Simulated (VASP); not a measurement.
# Li2H (Fdd2) in VASP: relaxation of cell and atoms with PBE

Aim: the relaxation of cell and atoms of Li2H with PBE.

Program: VASP 6.6.1. These are calculated values, not measurements. Logs are shortened: lines on timing, memory, paths and dates and some standing lists are left out, and cuts for length are marked.

## 1. The cell of the first run

The structure is orthorhombic, space group Fdd2 (No. 43). Conventional cell: a = 7.009 Å, b = 7.063 Å, c = 6.323 Å, α = 90.00°, β = 90.00°, γ = 90.00°. Within 2.4 Å of Li (site symmetry 1) lie 2 H at 1.78 to 1.96 Å. H (site symmetry 2) has 4 Li at 1.78 to 1.96 Å within 2.4 Å.

## 2. Relaxation of cell and atoms, PBE

File INCAR:

```
PREC = Accurate
ENCUT = 600
EDIFF = 1E-7
ISMEAR = 0
SIGMA = 0.1
LREAL = F
LASPH = T
NELM = 80
ALGO = Normal
ISIF = 3
LWAVE = F
LCHARG = F
GGA = PE
IBRION = 2
NSW = 90
EDIFFG = -0.04
```

File KPOINTS:

```
regular mesh
0
Gamma
  4 4 4
```

File POSCAR:

```
Li2H
1.0
    0.0000000000      3.5312743432      3.1616866354
    3.5043221857      0.0000000000      3.1616866354
    3.5043221857      3.5312743432      0.0000000000
Li H
4 2
Direct
    0.7464721818      0.2535278182      0.2736961796
    0.2535278182      0.7464721818      0.7263038204
    0.9763038204      0.5236961796      0.5035278182
    0.5236961796      0.9763038204      0.9964721818
    0.6666666667      0.6666666667      0.3333333333
    0.9166666667      0.9166666667      0.5833333333
```

Potentials or basis: VASP PAW PBE potentials, release 64 (Li_sv, H).

On the command line:

```
$ cat potpaw_PBE.64/Li_sv/POTCAR potpaw_PBE.64/H/POTCAR > POTCAR
$ mpirun -np 1 vasp_std > vasp.out
```

OUTCAR:

```text
PREC = Accurate
   ENCUT = 600
   EDIFF = 1E-7
   ISMEAR = 0
   LREAL = F
   LASPH = T
   NELM = 80
   ISIF = 3
   GGA = PE
   IBRION = 2
   NSW = 90
   EDIFFG = -0.04

 ion  position               nearest neighbor table
   1  0.746  0.254  0.274-
   2  0.254  0.746  0.726-
   3  0.976  0.524  0.504-
   4  0.524  0.976  0.996-
   5  0.667  0.667  0.333-
   6  0.917  0.917  0.583-

  LATTYP: Found a face centered orthorhombic cell.
 ALAT       =     6.3233732708
 B/A-ratio  =     1.1083711290
 C/A-ratio  =     1.1168957428

  Lattice vectors:

 A1 = (   3.5043221857,   3.5312743432,   0.0000000000)
 A2 = (   0.0000000000,   3.5312743432,   3.1616866354)
 A3 = (   3.5043221857,   0.0000000000,   3.1616866354)

Analysis of symmetry for initial positions (statically):
=====================================================================
 Subroutine PRICEL returns:
 Original cell was already a primitive cell.

 Routine SETGRP: Setting up the symmetry group for a
 face centered orthorhombic supercell.

 Subroutine GETGRP returns: Found  4 space group operations
 (whereof  2 operations were pure point group operations)
 out of a pool of  8 trial point group operations.

The static configuration has the point symmetry C_2 .
 The point group associated with its full space group is C_2v.

Analysis of symmetry for dynamics (positions and initial velocities):
=====================================================================
 Subroutine PRICEL returns:
 Original cell was already a primitive cell.

 Routine SETGRP: Setting up the symmetry group for a
 face centered orthorhombic supercell.

 Subroutine GETGRP returns: Found  4 space group operations
 (whereof  2 operations were pure point group operations)
 out of a pool of  8 trial point group operations.

The dynamic configuration has the point symmetry C_2 .
 The point group associated with its full space group is C_2v.

 Subroutine INISYM returns: Found  4 space group operations
 (whereof  2 operations are pure point group operations),
 and found     1 'primitive' translations

----------------------------------------------------------------------------------------

                                     Primitive cell

  volume of cell :      78.2500

  direct lattice vectors                    reciprocal lattice vectors
     0.000000000  3.531274343  3.161686635    -0.142680945  0.141591944  0.158143440
     3.504322186  0.000000000  3.161686635     0.142680945 -0.141591944  0.158143440
     3.504322186  3.531274343  0.000000000     0.142680945  0.141591944 -0.158143440

  length of vectors
     4.739848190  4.719802577  4.974954519     0.255764498  0.255764498  0.255764498

  position of ions in fractional coordinates (direct lattice)
     0.746472182  0.253527818  0.273696180
     0.253527818  0.746472182  0.726303820
     0.976303820  0.523696180  0.503527818
     0.523696180  0.976303820  0.996472182
     0.666666667  0.666666667  0.333333333
     0.916666667  0.916666667  0.583333333

  ion indices of the primitive-cell ions
   primitive index   ion index
                 1           1
                 2           2
                 3           3
                 4           4
                 5           5
                 6           6

----------------------------------------------------------------------------------------

 KPOINTS: regular mesh

Automatic generation of k-mesh.
 Grid dimensions read from file:
 generate k-points for:    4    4    4

 Generating k-lattice:

  Cartesian coordinates                     Fractional coordinates (reciprocal lattice)
    -0.035670236  0.035397986  0.039535860     0.250000000 -0.000000000  0.000000000
     0.035670236 -0.035397986  0.039535860    -0.000000000  0.250000000  0.000000000
     0.035670236  0.035397986 -0.039535860     0.000000000  0.000000000  0.250000000

  Length of vectors
     0.063941124  0.063941124  0.063941124

  Shift w.r.t. Gamma in fractional coordinates (k-lattice)
     0.000000000  0.000000000  0.000000000

 Subroutine IBZKPT returns following result:
 ===========================================

 Found     18 irreducible k-points:

 Following reciprocal coordinates:
            Coordinates               Weight
  0.000000  0.000000  0.000000      1.000000
  0.250000  0.000000 -0.000000      8.000000
  0.500000  0.000000 -0.000000      4.000000
  0.250000  0.250000  0.000000      2.000000
  0.500000  0.250000  0.000000      8.000000
 -0.250000  0.250000  0.000000      4.000000
[... 10 lines left out ...]
 -0.250000  0.250000  0.500000      2.000000
  0.000000  0.500000  0.500000      1.000000
   k-points           NKPTS =     18   k-points in BZ     NKDIM =     18   number of bands    NBANDS=     11
   number of dos      NEDOS =    301   number of ions     NIONS =      6
   total plane-waves  NPLWV =  64000
   dimension x,y,z NGX =    40 NGY =   40 NGZ =   40
   dimension x,y,z NGXF=    80 NGYF=   80 NGZF=   80
   ions per type =               4   2
   NGX,Y,Z   is equivalent  to a cutoff of  14.03, 14.09, 13.37 a.u.
   NGXF,Y,Z  is equivalent  to a cutoff of  28.06, 28.18, 26.73 a.u.
 SYSTEM =  unknown system
   PREC   = accura    normal or accurate (medium, high low for compatibility)
   ISTART =      0    job   : 0-new  1-cont  2-samecut
   ICHARG =      2    charge: 1-file 2-atom 10-const
   ISPIN  =      1    spin polarized calculation?
   LNONCOLLINEAR =      F non collinear calculations
   LSORBIT =      F    spin-orbit coupling
   LASPH  =      T    aspherical Exc in radial PAW
   ENCUT  =  600.0 eV  44.10 Ry    6.64 a.u.   9.47  9.43  9.94*2*pi/ulx,y,z
   NELM   =     80;   NELMIN=  2; NELMDL= -5     # of ELM steps
   EDIFF  = 0.1E-06   stopping-criterion for ELM
   LREAL  =      F    real-space projection
   EDIFFG = -.4E-01   stopping-criterion for IOM
   NSW    =     90    number of steps for IOM
   IBRION =      2    ionic relax: 0-MD 1-quasi-New 2-CG
   NFREE  =      1    steps in history (QN), initial steepest desc. (CG)
   ISIF   =      3    stress and relaxation
   ISYM   =      2    0-nonsym 1-usesym 2-fastsym
   POTIM  = 0.5000    time-step for ionic-motion
   TEBEG  =    0.0;   TEEND  =   0.0 temperature during run
   PSTRESS=    0.0 pullay stress
   NELECT =      14.0000    total number of electrons
   NUPDOWN=      -1.0000    fix difference up-down
   EMIN   =  10.00;   EMAX   =-10.00  energy-range for DOS
   EFERMI =   0.00;   METHOD = LEGACY
   ISMEAR =     0;   SIGMA  =   0.10  broadening in eV -4-tet -1-fermi 0-gaus
   EFERMI_NEDOS =   21; number of points for ismear=-14 and -15
   IALGO  =     38    algorithm
   IMIX   =      4    mixing-type and parameters
     AMIX     =   0.40;   BMIX     =  1.00
     AMIX_MAG =   1.60;   BMIX_MAG =  1.00
  volume/ion in A,a.u.               =      13.04        88.01
  Fermi-wavevector in a.u.,A,eV,Ry     =   0.922478  1.743231 11.578094  0.850966
  Thomas-Fermi vector in A             =   2.048009
   LORBIT       =      0    0 simple, 1 ext, 2 COOP (PROOUT), +10 PAW based schemes
   GGA     = PE    functional components
   LHFCALC =     F    Hartree Fock is set to
   AEXX    =    0.0000 exact exchange contribution
   IVDW    =     0    specifies the selected vdW correction
   LEPSILON=     F    determine dielectric tensor
   LRPA    =     F    only Hartree local field effects (RPA)
 conjugate gradient relaxation of ions
 non-spin polarized calculation
 Gauss-broadening in eV      SIGMA  =   0.10
  energy-cutoff  :      600.00
  volume of cell :       78.25
 maximum number of plane-waves:      2642
 NGX is ok and might be reduce to    40
   NGX = 19   NGY = 19   NGZ = 19

--------------------------------------- Ionic step        1  -------------------------------------------

 number of electron      14.0000001 magnetization

 Free energy of the ion-electron system (eV)
  ---------------------------------------------------
  ext. energy  EPLUGINS =         0.00000000
  ---------------------------------------------------
  free energy    TOTEN  =       -15.49713079 eV

  energy without entropy =      -15.48780757  energy(sigma->0) =      -15.49246918

------------------------ aborting loop because EDIFF is reached ----------------------------------------

  FORCE on cell =-STRESS in cart. coord.  units (eV):
  Direction    XX          YY          ZZ          XY          YZ          ZX
  --------------------------------------------------------------------------------------
  -------------------------------------------------------------------------------------
  Total       -1.4377960      0.8645062     -0.1533963      0.0000000      0.0000000      0.0000000
  in kB      -29.4390327     17.7008600     -3.1408065      0.0000000      0.0000000      0.0000000
  external PRESSURE =      -4.9596597 kB  Pullay stress =       0.0000000 kB
[... 101 lines left out ...]
  FREE ENERGIE OF THE ION-ELECTRON SYSTEM (eV)
  ---------------------------------------------------
  free  energy   TOTEN  =       -15.5729070550 eV

  energy  without entropy=      -15.5633163050  energy(sigma->0) =      -15.56811168

[... ionic steps 4 to 19 ...]

--------------------------------------- Ionic step       20  -------------------------------------------

 number of electron      14.0000007 magnetization

------------------------ aborting loop because EDIFF is reached ----------------------------------------

  FORCE on cell =-STRESS in cart. coord.  units (eV):
  Direction    XX          YY          ZZ          XY          YZ          ZX
  --------------------------------------------------------------------------------------
  -------------------------------------------------------------------------------------
  Total        0.0302131      0.1332101     -0.0025193      0.0000000      0.0000000      0.0000000
  in kB        0.6968050      3.0722264     -0.0581025      0.0000000      0.0000000      0.0000000
  external PRESSURE =       1.2369763 kB  Pullay stress =       0.0000000 kB
[... 65 lines left out ...]
  energy  without entropy=      -15.8089166656  energy(sigma->0) =      -15.81373567

--------------------------------------- Ionic step       22  -------------------------------------------

 number of electron      14.0000007 magnetization

 Free energy of the ion-electron system (eV)
  ---------------------------------------------------
  ext. energy  EPLUGINS =         0.00000000
  ---------------------------------------------------
  free energy    TOTEN  =       -15.82125113 eV

  energy without entropy =      -15.81239820  energy(sigma->0) =      -15.81682466

 E-fermi :   1.2114     XC(G=0):  -7.8285

 val. band max:        1.2021546200   @ k =   0.2500   0.0000  -0.0000
 cond. band min:       1.9476660871   @ k =   0.5000   0.2500   0.2500
 fundamental gap:      0.7455114671
 Fermi energy:         1.2113648989

 k-point     1 :       0.0000    0.0000    0.0000
  band No.  band energies     occupation
      1     -44.9233      2.00000
      2     -44.8809      2.00000
      3     -44.8707      2.00000
      4     -44.8684      2.00000
      5      -4.8615      2.00000
      6      -1.3953      2.00000
      7       2.8408      0.00000
      8       2.9131      0.00000
      9       4.7254      0.00000
     10       4.7395      0.00000
     11       4.8705      0.00000
[... 269 lines left out ...]
  FREE ENERGIE OF THE ION-ELECTRON SYSTEM (eV)
  ---------------------------------------------------
  free  energy   TOTEN  =       -15.8212511259 eV

  energy  without entropy=      -15.8123981993  energy(sigma->0) =      -15.81682466

 reached required accuracy - stopping structural energy minimisation
```

It took 5.4 min on 1 thread of Intel Xeon Platinum 8259CL at 2.50GHz (Skylake/Cascade Lake), shared host; peak memory 0.23 GiB.

What came out:

```
Free energy                            : -15.8213 eV
Relaxed volume                         : 11.64 Å³/atom
Relaxed cell                           : a = 5.034 Å, b = 4.125 Å, c = 5.039 Å, α = 65.76°, β = 48.35°, γ = 65.89°
Space group after relaxing (to 0.05 Å) : I4_1/amd (No. 141)
Energy gained by relaxing              : 54.0 meV/atom
Ionic steps                            : 22
Pressure after relaxing                : -0.2 GPa
Largest force after relaxing           : 0.017 eV/Å
Band gap on the k mesh                 : zero (band 7 reaches 3.02 eV, above the bottom of band 8 at 0.94 eV)
```

Forces on the atoms (eV/Å):
```
Li   0.000 -0.005 -0.009
Li   0.000  0.005 -0.009
Li   0.000  0.005 -0.009
Li   0.000 -0.005 -0.009
H    0.000  0.000  0.017
H    0.000  0.000  0.017
```

Step by step:
| step | energy change (eV) | largest force (eV/Å) | pressure (GPa) | volume (Å³) |
| --- | --- | --- | --- | --- |
| 1 | 0.0000 | 0.1600 | -0.50 | 78.25 |
| 2 | -0.0276 | 0.1375 | -0.42 | 77.79 |
| 3 | -0.0758 | 0.1403 | -0.02 | 76.33 |
| 4 | -0.0783 | 0.1766 | 0.18 | 75.84 |
| 5 | -0.0909 | 0.1463 | 0.21 | 75.87 |
| 6 | -0.1161 | 0.1350 | 0.36 | 75.93 |
| 7 | -0.0945 | 0.2609 | 0.80 | 75.85 |
| 8 | -0.1202 | 0.1285 | 0.48 | 75.93 |
| 9 | -0.1365 | 0.1242 | -0.05 | 77.07 |
| 10 | -0.1527 | 0.1102 | -1.49 | 80.41 |
| 11 | -0.1534 | 0.1130 | -1.19 | 79.69 |
| 12 | -0.1673 | 0.1222 | -1.30 | 79.26 |
| 13 | -0.2092 | 0.1424 | -1.59 | 77.90 |
| 14 | -0.2512 | 0.0891 | -1.87 | 74.86 |
| 15 | -0.2498 | 0.1244 | -1.85 | 75.75 |
| 16 | -0.2842 | 0.0838 | -1.21 | 72.96 |
| 17 | -0.2980 | 0.0491 | -0.31 | 69.95 |
| 18 | -0.3087 | 0.0655 | -0.17 | 69.80 |
| 19 | -0.3169 | 0.1007 | 0.09 | 69.50 |
| 20 | -0.3170 | 0.1049 | 0.12 | 69.47 |
| 21 | -0.3214 | 0.0657 | 0.00 | 69.62 |
| 22 | -0.3241 | 0.0172 | -0.19 | 69.86 |

Final structure:
```
Li H
1.0
     0.00000    4.10564    2.91236
     2.92139    0.00000    2.91236
     2.92139    4.10564    0.00000
Li H
4 2
Direct
  0.74601 0.20024 0.30013
  0.20024 0.74601 0.75361
  0.94987 0.49639 0.50399
  0.49639 0.94987 0.04976
  0.72041 0.72041 0.27959
  0.97041 0.97041 0.52959
```

Caveat: the k points lie up to 0.43 Å⁻¹ apart in the final cell; the cutoff is under 1.25 times the usual one of these potentials, so pressure, stress and relaxed cells hold a basis-set (Pulay) error.
